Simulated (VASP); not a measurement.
Set up this calculation in VASP 6.6.1, as the native input.

* Task: single point
* Functional: LDA
* Potentials or basis: VASP PAW LDA potentials, release 64 (Ga_d, N)
* Cutoff: 520 eV
* k mesh: 8 × 8 × 4
* Occupations: gaussian, width 0.01 eV
* Spin: no spin polarisation
* Dipole correction: no
* Further INCAR settings: ALGO = Normal; EDIFF = 1e-06; NBANDS = 26

The structure of GaN lies in POSCAR:

```
GaN
1.0
    3.1675736490      0.0000000000      0.0000000000
   -1.5837868245      2.7431992484      0.0000000000
    0.0000000000      0.0000000000      5.1259197475
Ga N
2 2
Direct
    0.3333333333      0.6666666667     -0.0013369312
    0.6666666667      0.3333333333      0.4986630688
    0.3333333333      0.6666666667      0.3763369312
    0.6666666667      0.3333333333      0.8763369312
```

This cell differs from its parent crystal: in-plane strain +0.005, then relaxed in part.

One way to write it, as run:

INCAR

```
SYSTEM = GaN
PREC     = Accurate       ! precision mode
ENCUT    = 520            ! plane-wave cutoff, eV
EDIFF    = 1E-6           ! SCF threshold, eV
ISMEAR   = 0              ! smearing method
SIGMA    = 0.01           ! smearing width, eV
LREAL    = .False.        ! projectors in reciprocal space
LASPH    = .True.         ! aspherical terms in the spheres
NELM     = 80             ! most SCF steps
ALGO     = Normal         ! electronic algorithm
ISIF     = 2              ! what is computed and relaxed
LWAVE    = .False.        ! write WAVECAR
LCHARG   = .False.        ! write CHGCAR
NBANDS   = 26             ! bands
```

KPOINTS

```
Automatic mesh
0
Gamma
  8 8 4
  0 0 0
```

Potentials or basis: VASP PAW LDA potentials, release 64 (Ga_d, N).

The run is started by

```console
$ cat potpaw_LDA.64/Ga_d/POTCAR potpaw_LDA.64/N/POTCAR > POTCAR
$ mpirun -np 1 vasp_std > vasp.out
```

It gave:

```yaml
Pressure: -0.4 GPa
Band_gap_on_the_k_mesh: 2.12 eV, direct
```

Caveat: the cell differs from its parent crystal (in-plane strain +0.005, then relaxed in part).

Wall time 46 s on 1 thread of Intel(R) Xeon(R) Platinum 8259CL CPU @ 2.50GHz (Skylake/Cascade Lake), on a shared host, peak memory 0.15 GiB.
